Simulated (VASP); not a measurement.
Here is a VASP 6.6.1 calculation.

Contents of POSCAR:

```
Fe
1.0
   -1.4327000000      1.4327000000      1.4327000000
    2.8654000000     -2.8654000000      2.8654000000
    1.4327000000      1.4327000000     -1.4327000000
Fe
2
Direct
    0.0000000000      0.0000000000      0.0000000000
    0.0000000000      0.5000000000      0.0000000000
```

INCAR.step1

```
SYSTEM = Fe
ALGO = Normal ; EDIFF = 1E-4
ENCUT = 520 ; GGA = PE
ISMEAR = -1 ; ISPIN = 2
LASPH = .TRUE. ; LCHARG = .FALSE.
LMAXMIX = 4 ; LREAL = .FALSE.
LWAVE = .TRUE. ; MAGMOM = 4 4
NBANDS = 19 ; NELM = 150
PREC = Accurate ; SIGMA = 0.05
```

INCAR.step2

```
SYSTEM = Fe
ALGO = Normal ; EDIFF = 1E-6
ENCUT = 520 ; ISIF = 2
ISMEAR = -1 ; ISPIN = 2
ISTART = 1 ; LASPH = .TRUE.
LCHARG = .FALSE. ; LMAXMIX = 4
LMIXTAU = .TRUE. ; LORBIT = 11
LREAL = .FALSE. ; LWAVE = .FALSE.
MAGMOM = 4 4 ; METAGGA = R2SCAN
NBANDS = 19 ; NELM = 150
PREC = Accurate ; SIGMA = 0.05
```

The input KPOINTS:

```
k-points
0
G
  12 6 12
  0 0 0
```

Potentials or basis: VASP PAW PBE potentials, release 64 (Fe).

Launch:

```console
$ cat potpaw_PBE.64/Fe/POTCAR > POTCAR
$ cp INCAR.step1 INCAR
$ mpirun -np 1 vasp_std > vasp.out
$ cp INCAR.step2 INCAR
$ mpirun -np 1 vasp_std > vasp.out
```

Q: What does it give for the pressure?

A: 1.1 GPa.

Q: Estimate the net moment.

A: 5.38 μB per cell.

Q: What does it give for the site moments?

A: Fe +2.75 μB.

Caveat: the PAW data sets were made with another functional, which shifts forces and pressure a little.
